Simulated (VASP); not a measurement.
Wanted: the native input for a VASP 6.6.1 run.

| Item | Value |
| --- | --- |
| Task | single point |
| Functional | PBE |
| Potentials or basis | VASP PAW PBE potentials, release 64 (Sb, Mn_pv) |
| Cutoff | 520 eV |
| k mesh | 7 × 7 × 7 |
| Occupations | fermi-dirac, width 0.05 eV |
| Spin | collinear spin, ferromagnetic start |
| Starting moments | [0.0, 1.0] μB |
| Fixed moment | 1 μB |
| Dipole correction | no |
| Further INCAR settings | ALGO = Normal; EDIFF = 1e-06; NBANDS = 20 |

The structure of MnSb lies in POSCAR:

```
MnSb
1.0
    0.0000000000      2.7950160000      2.7950160000
    2.7950160000      0.0000000000      2.7950160000
    2.7950160000      2.7950160000      0.0000000000
Sb Mn
1 1
Direct
    0.5000000000      0.5000000000      0.5000000000
    0.0000000000      0.0000000000      0.0000000000
```

These files were run (other wordings do the same):

INCAR

```
SYSTEM = MnSb
PREC = Accurate
ENCUT = 520
EDIFF = 1E-6
ISMEAR = -1
SIGMA = 0.05
LREAL = .False.
LASPH = .True.
NELM = 150
ALGO = Normal
ISIF = 2
LWAVE = .False.
LCHARG = .False.
ISPIN = 2
MAGMOM = 0 1
LORBIT = 11
NUPDOWN = 1.0
LMAXMIX = 4
GGA = PE
NBANDS = 20
```

KPOINTS

```
Automatic mesh
0
Gamma
  7 7 7
  0 0 0
```

Potentials or basis: VASP PAW PBE potentials, release 64 (Sb, Mn_pv).

The run is started by

```sh
$ cat potpaw_PBE.64/Sb/POTCAR potpaw_PBE.64/Mn_pv/POTCAR > POTCAR
$ mpirun -np 1 vasp_std > vasp.out
```

It gave:

```yaml
Pressure: -12.1 GPa
Net_moment: 1.00 μB per cell
Site_moments: Sb -0.13; Mn +1.25 μB
Valence_electrons_inside_the_program's_atomic_spheres: Sb 2.40; Mn 11.55
```

Caveat: the total moment is fixed, so each spin has its own Fermi level; a cell with one magnetic atom can't hold antiferromagnetic order, which such compounds often take.

It took 45 s on 1 thread of Intel(R) Xeon(R) Platinum 8375C CPU @ 2.90GHz (Ice Lake), on a shared host, peak memory 0.2 GiB.
